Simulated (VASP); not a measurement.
# Mg5ZnS6 (P1) in VASP: relaxation of cell and atoms with PBE

Aim: the relaxation of cell and atoms of Mg5ZnS6 with PBE.

Program: VASP 6.6.1. These are calculated values, not measurements. Logs are shortened: lines on timing, memory, paths and dates and some standing lists are left out, and cuts for length are marked.

## (1) The cell of the first run

The typed cell holds 12 atoms: a = 6.454 Å, b = 6.732 Å, c = 6.871 Å, α = 119.25°, β = 90.09°, γ = 88.48°.

## (2) Relaxation of cell and atoms, PBE

INCAR

```
SYSTEM = Mg5ZnS6
  ALGO = Normal
  EDIFF = 1E-6
  EDIFFG = -0.025
  ENCUT = 600
  GGA = PE
  IBRION = 2
  ISIF = 3
  ISMEAR = 0
  LASPH = .TRUE.
  LCHARG = .FALSE.
  LREAL = .FALSE.
  LWAVE = .FALSE.
  NELM = 60
  NSW = 80
  PREC = Accurate
  SIGMA = 0.1
```

KPOINTS

```
k-points
0
G
  2 3 3
  0 0 0
```

POSCAR

```
Mg5ZnS6
1.0
    0.0841989532      0.0423901606      6.4529490072
    6.7317033810      0.0050239267      0.0905708232
   -3.3615008424      5.9920971544     -0.0057963042
Mg Zn S
5 1 6
Direct
   -0.0039308897      0.0126526588      0.6865293762
   -0.0060924296      0.6785655782      0.9916225947
    0.0262167132      0.2801358421      0.3100612281
    0.4838204675      0.3412525069      0.7014511901
    0.5336618305      0.6743621402      0.3266883877
    0.4966077263     -0.0246317784      0.0001786051
    0.3879160064      0.0047171537      0.6717130537
    0.3711540834      0.6875518098      0.9924204383
    0.3793578536      0.2963401037      0.2945097645
    0.8770271127      0.3499415015      0.6892615747
    0.8767425883      0.0228474426      0.9980501495
    0.8875188774      0.6762650409      0.3375136374
```

Potentials or basis: VASP PAW PBE potentials, release 64 (Mg, Zn, S).

On the command line:

```sh
$ cat potpaw_PBE.64/Mg/POTCAR potpaw_PBE.64/Zn/POTCAR potpaw_PBE.64/S/POTCAR > POTCAR
$ mpirun -np 1 vasp_std > vasp.out
```

OUTCAR:

```text
SYSTEM = Mg5ZnS6
   EDIFF = 1E-6
   EDIFFG = -0.025
   ENCUT = 600
   GGA = PE
   IBRION = 2
   ISIF = 3
   ISMEAR = 0
   LASPH = .TRUE.
   LREAL = .FALSE.
   NELM = 60
   NSW = 80
   PREC = Accurate

 ion  position               nearest neighbor table
   1  0.996  0.013  0.687-  11 2.24  10 2.37  12 2.48   7 2.53
   2  0.994  0.679  0.992-  10 2.32  11 2.40   8 2.44  12 2.48   3 3.55
   3  0.026  0.280  0.310-  11 2.23   9 2.29  10 2.59  12 2.71   2 3.55
   4  0.484  0.341  0.701-   7 2.28   8 2.31  10 2.54   9 2.75
   5  0.534  0.674  0.327-  12 2.28   7 2.49   8 2.56   9 2.66
   6  0.497  0.975  0.000-   8 2.10   9 2.23   7 2.46  11 2.48
   7  0.388  0.005  0.672-   4 2.28   6 2.46   5 2.49   1 2.53
   8  0.371  0.688  0.992-   6 2.10   4 2.31   2 2.44   5 2.56
   9  0.379  0.296  0.295-   6 2.23   3 2.29   5 2.66   4 2.75
  10  0.877  0.350  0.689-   2 2.32   1 2.37   4 2.54   3 2.59
  11  0.877  0.023  0.998-   3 2.23   1 2.24   2 2.40   6 2.48
  12  0.888  0.676  0.338-   5 2.28   1 2.48   2 2.48   3 2.71

  LATTYP: Found a triclinic cell.
 ALAT       =     6.7323145146
 B/A-ratio  =     1.0205384534
 C/A-ratio  =     0.9586060647
 COS(alpha) =     0.0014982350
 COS(beta)  =     0.0265021734
 COS(gamma) =     0.4885758227

  Lattice vectors:

 A1 = (  -6.7317033810,  -0.0050239267,  -0.0905708232)
 A2 = (  -3.3615008424,   5.9920971544,  -0.0057963042)
 A3 = (  -0.0841989532,  -0.0423901606,  -6.4529490072)

Analysis of symmetry for initial positions (statically):
=====================================================================
 Subroutine PRICEL returns:
 Original cell was already a primitive cell.

 Routine SETGRP: Setting up the symmetry group for a
 triclinic supercell.

 Subroutine GETGRP returns: Found  1 space group operations
 (whereof  1 operations were pure point group operations)
 out of a pool of  2 trial point group operations.

The static configuration has the point symmetry C_1 .

Analysis of symmetry for dynamics (positions and initial velocities):
=====================================================================
 Subroutine PRICEL returns:
 Original cell was already a primitive cell.

 Routine SETGRP: Setting up the symmetry group for a
 triclinic supercell.

 Subroutine GETGRP returns: Found  1 space group operations
 (whereof  1 operations were pure point group operations)
[... 107 lines left out ...]
   EDIFF  = 0.1E-05   stopping-criterion for ELM
   LREAL  =      F    real-space projection
   EDIFFG = -.3E-01   stopping-criterion for IOM
   NSW    =     80    number of steps for IOM
   IBRION =      2    ionic relax: 0-MD 1-quasi-New 2-CG
   NFREE  =      1    steps in history (QN), initial steepest desc. (CG)
   ISIF   =      3    stress and relaxation
   ISYM   =      2    0-nonsym 1-usesym 2-fastsym
   POTIM  = 0.5000    time-step for ionic-motion
   TEBEG  =    0.0;   TEEND  =   0.0 temperature during run
   PSTRESS=    0.0 pullay stress
   NELECT =      58.0000    total number of electrons
   NUPDOWN=      -1.0000    fix difference up-down
   EMIN   =  10.00;   EMAX   =-10.00  energy-range for DOS
   EFERMI =   0.00;   METHOD = LEGACY
   ISMEAR =     0;   SIGMA  =   0.10  broadening in eV -4-tet -1-fermi 0-gaus
   EFERMI_NEDOS =   21; number of points for ismear=-14 and -15
   IALGO  =     38    algorithm
   IMIX   =      4    mixing-type and parameters
     AMIX     =   0.40;   BMIX     =  1.00
     AMIX_MAG =   1.60;   BMIX_MAG =  1.00
  volume/ion in A,a.u.               =      21.70       146.41
  Fermi-wavevector in a.u.,A,eV,Ry     =   0.992433  1.875426 13.400695  0.984923
  Thomas-Fermi vector in A             =   2.124244
   LORBIT       =      0    0 simple, 1 ext, 2 COOP (PROOUT), +10 PAW based schemes
   GGA     = PE    functional components
   LHFCALC =     F    Hartree Fock is set to
   AEXX    =    0.0000 exact exchange contribution
   IVDW    =     0    specifies the selected vdW correction
   LEPSILON=     F    determine dielectric tensor
   LRPA    =     F    only Hartree local field effects (RPA)
 conjugate gradient relaxation of ions
 non-spin polarized calculation
 Gauss-broadening in eV      SIGMA  =   0.10
  energy-cutoff  :      600.00
  volume of cell :      260.34
 maximum number of plane-waves:      8718
 NGX is ok and might be reduce to    54
   NGX = 25   NGY = 27   NGZ = 27

--------------------------------------- Ionic step        1  -------------------------------------------

 number of electron      57.9999997 magnetization

 Free energy of the ion-electron system (eV)
  ---------------------------------------------------
  ext. energy  EPLUGINS =         0.00000000
  ---------------------------------------------------
  free energy    TOTEN  =       -47.66637445 eV

  energy without entropy =      -47.66637445  energy(sigma->0) =      -47.66637445

------------------------ aborting loop because EDIFF is reached ----------------------------------------

  FORCE on cell =-STRESS in cart. coord.  units (eV):
  Direction    XX          YY          ZZ          XY          YZ          ZX
  --------------------------------------------------------------------------------------
  -------------------------------------------------------------------------------------
  Total       10.2104004      6.6404725      6.0417334      3.2726193     -0.4627839      1.9581606
  in kB       62.8354177     40.8658666     37.1811902     20.1398960     -2.8479999     12.0506377
  external PRESSURE =      46.9608249 kB  Pullay stress =       0.0000000 kB
[... 119 lines left out ...]
  FREE ENERGIE OF THE ION-ELECTRON SYSTEM (eV)
  ---------------------------------------------------
  free  energy   TOTEN  =       -48.7363829207 eV

  energy  without entropy=      -48.7363829207  energy(sigma->0) =      -48.73638292

[... ionic steps 4 to 13 ...]

--------------------------------------- Ionic step       14  -------------------------------------------

 number of electron      58.0000006 magnetization

------------------------ aborting loop because EDIFF is reached ----------------------------------------
[... 87 lines left out ...]
--------------------------------------- Ionic step       16  -------------------------------------------

 number of electron      58.0000006 magnetization

 Free energy of the ion-electron system (eV)
  ---------------------------------------------------
  ext. energy  EPLUGINS =         0.00000000
  ---------------------------------------------------
  free energy    TOTEN  =       -49.23568750 eV

  energy without entropy =      -49.23568750  energy(sigma->0) =      -49.23568750

 E-fermi :   1.6658     XC(G=0):  -8.4994

 val. band max:        1.1973631121   @ k =   0.0000   0.0000   0.0000
 cond. band min:       4.3334229307   @ k =   0.0000   0.0000   0.0000
 fundamental gap:      3.1360598185
 Fermi energy:         1.6658135868

 k-point     1 :       0.0000    0.0000    0.0000
  band No.  band energies     occupation
      1     -10.4070      2.00000
      2      -9.6710      2.00000
      3      -9.5697      2.00000
      4      -9.5662      2.00000
      5      -9.5395      2.00000
      6      -9.4441      2.00000
[... 418 lines left out ...]
  FREE ENERGIE OF THE ION-ELECTRON SYSTEM (eV)
  ---------------------------------------------------
  free  energy   TOTEN  =       -49.2356875025 eV

  energy  without entropy=      -49.2356875025  energy(sigma->0) =      -49.23568750

 reached required accuracy - stopping structural energy minimisation
```

CONTCAR:

```text
Mg5ZnS6
   1.00000000000000
    -0.0036696328589093    0.0009109945456287    6.4622327226795084
     6.9570280213643887   -0.0028871314484179   -0.0065532794879712
    -3.4784177398225991    6.0245854566167836    0.0026962843734134
  Mg              Zn              S
     5     1     6
Direct
     0.0021634841598192    0.0016406069907537    0.6710392014027463
     0.0018802301145968    0.6713943366775564    0.0006273775489738
     0.0025593761536552    0.3317386639121840    0.3312291428000241
     0.5023798538500426    0.3324489381004235    0.6662938673284459
     0.5033795621383955    0.6649903127823120    0.3323612126758094
     0.5039611605963723    0.9983477545237661    0.9985825737800570
     0.3847136356004242    0.9982308142968294    0.6755324375645338
     0.3844035222837074    0.6757761837096875    0.9996697956574649
     0.3851282649626576    0.3218126037367583    0.3225453320970262
     0.8841335062520793    0.3345915534852232    0.6673768162136416
     0.8702149317182132    0.0013278750847895    0.0008612403890176
     0.8850824121700276    0.6677003566997155    0.3338810025422587

  0.00000000E+00  0.00000000E+00  0.00000000E+00
  0.00000000E+00  0.00000000E+00  0.00000000E+00
  0.00000000E+00  0.00000000E+00  0.00000000E+00
  0.00000000E+00  0.00000000E+00  0.00000000E+00
  0.00000000E+00  0.00000000E+00  0.00000000E+00
  0.00000000E+00  0.00000000E+00  0.00000000E+00
  0.00000000E+00  0.00000000E+00  0.00000000E+00
  0.00000000E+00  0.00000000E+00  0.00000000E+00
  0.00000000E+00  0.00000000E+00  0.00000000E+00
  0.00000000E+00  0.00000000E+00  0.00000000E+00
  0.00000000E+00  0.00000000E+00  0.00000000E+00
  0.00000000E+00  0.00000000E+00  0.00000000E+00
```

Run time: 14 min. Hardware: 1 thread of Intel Xeon 6975P-C (Granite Rapids), shared host; peak memory 0.47 GiB.

Results:

```yaml
Free_energy: -49.2357 eV
Relaxed_volume: 22.57 Å³/atom
Relaxed_cell: a = 6.462 Å, b = 6.957 Å, c = 6.957 Å, α = 120.02°, β = 89.95°, γ = 90.09°
Space_group_after_relaxing_to_0.1_Å: P31m (No. 157)
Energy_gained_by_relaxing: 130.8 meV/atom
Ionic_steps: 16
Pressure_after_relaxing: 0.0 GPa
Largest_force_after_relaxing: 0.021 eV/Å
Band_gap_on_the_k_mesh: 3.14 eV
```

Forces on the atoms (eV/Å):
```
Mg  -0.002 -0.019  0.001
Mg  -0.010 -0.002  0.007
Mg  -0.008 -0.007  0.003
Mg  -0.004 -0.003  0.007
Mg   0.008  0.003  0.000
Zn   0.007  0.013 -0.001
S    0.018  0.010 -0.001
S   -0.005 -0.003  0.005
S    0.009  0.005 -0.015
S   -0.011 -0.001 -0.001
S   -0.003 -0.002  0.013
S    0.000  0.006 -0.018
```

The path:
| step | energy change (eV) | largest force (eV/Å) | pressure (GPa) | volume (Å³) |
| --- | --- | --- | --- | --- |
| 1 | 0.0000 | 2.4538 | 4.70 | 260.34 |
| 2 | -1.0662 | 0.9022 | -2.45 | 284.96 |
| 3 | -1.0700 | 0.9513 | -2.10 | 283.15 |
| 4 | -1.3249 | 0.7693 | -0.64 | 274.14 |
| 5 | -1.3943 | 0.6407 | 0.89 | 266.80 |
| 6 | -1.4823 | 0.3707 | 0.40 | 268.84 |
| 7 | -1.5051 | 0.3652 | 0.07 | 270.50 |
| 8 | -1.5378 | 0.1832 | -0.16 | 271.53 |
| 9 | -1.5451 | 0.1985 | -0.30 | 272.29 |
| 10 | -1.5581 | 0.1450 | 0.15 | 270.19 |
| 11 | -1.5588 | 0.1457 | 0.28 | 269.61 |
| 12 | -1.5658 | 0.0806 | -0.02 | 270.98 |
| 13 | -1.5663 | 0.0932 | -0.12 | 271.44 |
| 14 | -1.5686 | 0.0456 | 0.01 | 270.86 |
| 15 | -1.5686 | 0.0464 | 0.01 | 270.85 |
| 16 | -1.5693 | 0.0206 | 0.02 | 270.79 |

Final structure:
```
CELL_PARAMETERS angstrom
-0.00367 0.00091 6.46223
6.95703 -0.00289 -0.00655
-3.47842 6.02459 0.00270
ATOMIC_POSITIONS crystal
Mg 0.00216 0.00164 0.67104
Mg 0.00188 0.67139 0.00063
Mg 0.00256 0.33174 0.33123
Mg 0.50238 0.33245 0.66629
Mg 0.50338 0.66499 0.33236
Zn 0.50396 0.99835 0.99858
S 0.38471 0.99823 0.67553
S 0.38440 0.67578 0.99967
S 0.38513 0.32181 0.32255
S 0.88413 0.33459 0.66738
S 0.87021 0.00133 0.00086
S 0.88508 0.66770 0.33388
```

Levels at points of the mesh, in eV from the valence-band top:
```
           k point  band 27  band 28  band 29  band 30  band 31  band 32
(0.00, 0.00, 0.00)    -0.07    -0.06     0.00     3.14     4.41     4.77
(0.50, 0.00, 0.00)    -0.42    -0.23    -0.23     4.30     4.85     5.20
```

Caveat: the k points lie up to 0.49 Å⁻¹ apart in the final cell.
